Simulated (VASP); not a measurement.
Set up this calculation in VASP 6.6.1, as the native input.

```
Task                   : single point
Functional             : PBE
Potentials or basis    : VASP PAW PBE potentials, release 64 (Fe_sv, O)
Cutoff                 : 600 eV
k mesh                 : 11 × 11 × 11
Occupations            : fermi-dirac, width 0.05 eV
Spin                   : collinear spin, ferromagnetic start
Starting moments       : [3.0, 0.0] μB
Dipole correction      : no
Second run             : valence_matched
Further INCAR settings : ALGO = Normal; EDIFF = 1e-06; NBANDS = 22
```

The structure of FeO lies in POSCAR:

```
FeO
1.0
    0.0000000000      2.1114000555      2.1114000555
    2.1114000555      0.0000000000      2.1114000555
    2.1114000555      2.1114000555      0.0000000000
Fe O
1 1
Direct
    0.0000000000      0.0000000000      0.0000000000
    0.5000000000      0.5000000000      0.5000000000
```

One way to write it, as run:

INCAR

```
  PREC = Accurate
  ENCUT = 600
  EDIFF = 1E-6
  ISMEAR = -1
  SIGMA = 0.05
  LREAL = False
  LASPH = True
  NELM = 200
  ALGO = Normal
  ISIF = 2
  LWAVE = False
  LCHARG = True
  ISPIN = 2
  MAGMOM = 3 0
  LORBIT = 11
  LMAXMIX = 4
  GGA = PE
  LELF = True
  LVHAR = True
  NBANDS = 22
  GGA_COMPAT = False
```

KPOINTS

```
Automatic mesh
0
Gamma
  11 11 11
```

Potentials or basis: VASP PAW PBE potentials, release 64 (Fe_sv, O).

Run with:

```console
$ cat potpaw_PBE.64/Fe_sv/POTCAR potpaw_PBE.64/O/POTCAR > POTCAR
$ mpirun -np 1 vasp_std > vasp.out
```

It gave:

- Pressure: 10.4 GPa
- Band gap on the k mesh: zero (filled and empty bands overlap)
- Net moment: 4.00 μB per cell
- Site moments: Fe +3.47; O +0.31 μB
- Valence electrons inside the program's atomic spheres: Fe 13.64; O 5.03

Caveat: a cell with one magnetic atom can't hold antiferromagnetic order, which such compounds often take; semilocal functionals often make such compounds metallic where correlation or magnetic order opens a gap, which also shifts bond lengths.

Run time: 18 s on 1 thread of Intel(R) Xeon(R) 6975P-C (Granite Rapids), with other jobs on the host, peak memory 0.17 GiB.
